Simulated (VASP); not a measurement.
# Ge: single point with PBE

Crystal: Ge.

```
CELL_PARAMETERS angstrom
1.48805 -2.59469 0.00000
1.48805 2.59469 0.00000
0.00000 0.00000 4.72760
ATOMIC_POSITIONS crystal
Ge 0.33345 0.66655 0.25000
Ge 0.66655 0.33345 0.75000
```

```yaml
Program: VASP 6.6.1
Task: single point
Functional: PBE
Potentials_or_basis: VASP PAW PBE potentials, release 64 (Ge_d)
Cutoff: 520 eV
k_mesh: 6 × 6 × 4
Occupations: fermi-dirac, width 0.03 eV
Spin: no spin polarisation
```

```
Pressure               : 3.2 GPa
Band gap on the k mesh : zero (band 14 reaches 13.88 eV, above the bottom of band 15 at 4.68 eV)
```

Forces in eV/Å, atoms in the order of the input:
```
Ge   0.000  0.002  0.000
Ge   0.000 -0.002  0.000
```

Stress tensor (GPa, compression positive):
```
1.43 0.00 0.00
0.00 0.95 0.00
0.00 0.00 7.29
```

Levels at points of the mesh, in eV from the Fermi level:
| k point | band 12 | band 13 | band 14 | band 15 | band 16 | band 17 |
| --- | --- | --- | --- | --- | --- | --- |
| (0.00, 0.00, 0.00) | -7.78 | -5.83 | 6.31 | 6.42 | 8.39 | 8.50 |
| (0.50, 0.00, 0.00) | -7.41 | -2.57 | -1.57 | -1.18 | 1.14 | 2.13 |
| (0.50, 0.50, 0.00) | -7.45 | -2.61 | -1.59 | -1.25 | 1.10 | 2.29 |
| (0.00, 0.00, 0.50) | -12.00 | 1.58 | 1.58 | 7.45 | 7.45 | 7.56 |
| (0.50, 0.00, 0.50) | -7.29 | -5.23 | -5.23 | 3.80 | 3.80 | 4.77 |
| (0.50, 0.50, 0.50) | -7.37 | -5.26 | -5.26 | 3.95 | 3.95 | 4.79 |

Run time: 24 s on 1 thread of AMD EPYC 7R43 64-Core Processor (Zen 3), with other jobs on the host, peak memory 0.13 GiB.

Caveat: the k points lie up to 0.41 Å⁻¹ apart.
